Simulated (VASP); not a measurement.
Input of a VASP 6.6.1 run:

The input INCAR:

```
PREC     = Accurate       # precision mode
ENCUT    = 520            # plane-wave cutoff, eV
EDIFF    = 1E-6           # SCF threshold, eV
ISMEAR   = 0              # smearing method
SIGMA    = 0.1            # smearing width, eV
LREAL    = F              # projectors in reciprocal space
LASPH    = T              # aspherical terms in the spheres
NELM     = 60             # most SCF steps
ALGO     = Normal         # electronic algorithm
ISIF     = 2              # what is computed and relaxed
LWAVE    = F              # write WAVECAR
LCHARG   = F              # write CHGCAR
GGA      = PS             # functional
IVDW     = 12             # dispersion correction
NBANDS   = 25             # bands
```

Contents of KPOINTS:

```
regular mesh
0
Gamma
  9 9 3
```

The input POSCAR:

```
Zn
1.0
    2.8470090000      0.0000000000      0.0000000000
   -1.4235050000      2.4655820000      0.0000000000
    0.0000000000      0.0000000000      8.5584120000
Zn
3
Direct
    0.6666666667      0.3333333333      0.5000000000
    0.3333333333      0.6666666667      0.2567960000
    0.3333333333      0.6666666667      0.7432040000
```

Potentials or basis: VASP PAW PBE potentials, release 64 (Zn).

The run is started by

```bash
$ cat potpaw_PBE.64/Zn/POTCAR > POTCAR
$ mpirun -np 1 vasp_std > vasp.out
```

(1) Estimate the pressure.

(2) Estimate the band gap on the k mesh.

(3) Estimate the largest force.

## Answers

(1) -7.4 GPa.

(2) zero (bands 18 and 19 overlap by 1.29 eV).

(3) 0.134 eV/Å.

Caveat: three body term missing; the cell stands under tension; the PAW data sets were made with another functional, which shifts forces and pressure a little.
